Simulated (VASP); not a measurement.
Wanted: the native input for a VASP 6.6.1 run.

```yaml
Task: single point
Functional: PBE
Potentials_or_basis: VASP PAW PBE potentials, release 64 (Sb)
Cutoff: 520 eV
k_mesh: 13 × 13 × 13
Occupations: fermi-dirac, width 0.02 eV
Spin: no spin polarisation
Dipole_correction: no
Further_INCAR_settings: ALGO = Normal; EDIFF = 1e-07; NBANDS = 12
```

The structure of Sb lies in POSCAR:

```
Sb
1.0
    4.5809967139      0.0000000000      0.0000000000
    2.4875976136      3.8467374495      0.0000000000
    2.4875976136      1.3537535833      3.6006583066
Sb
2
Direct
    0.2331607137      0.2331607137      0.2331607137
    0.7668392863      0.7668392863      0.7668392863
```

The input as run:

INCAR

```
PREC = Accurate ; ENCUT = 520
EDIFF = 1E-7 ; ISMEAR = -1
SIGMA = 0.02 ; LREAL = False
LASPH = True ; NELM = 80
ALGO = Normal ; ISIF = 2
LWAVE = False ; LCHARG = True
GGA = PE ; LELF = True
LVHAR = True ; NBANDS = 12
```

KPOINTS

```
regular mesh
0
Gamma
  13 13 13
```

Potentials or basis: VASP PAW PBE potentials, release 64 (Sb).

Command:

```sh
$ cat potpaw_PBE.64/Sb/POTCAR > POTCAR
$ mpirun -np 1 vasp_std > vasp.out
```

Results of the run:

The pressure is 0.1 GPa and the largest force is 0.028 eV/Å. The band gap on the k mesh is zero (band 5 reaches 6.69 eV, above the bottom of band 6 at 6.61 eV).

Caveat: spin-orbit coupling is left out, which moves the levels of the heavy elements.

Wall time 2.7 min on 1 thread of Intel(R) Xeon(R) Platinum 8375C CPU @ 2.90GHz (Ice Lake) (shared host), peak memory 0.3 GiB.
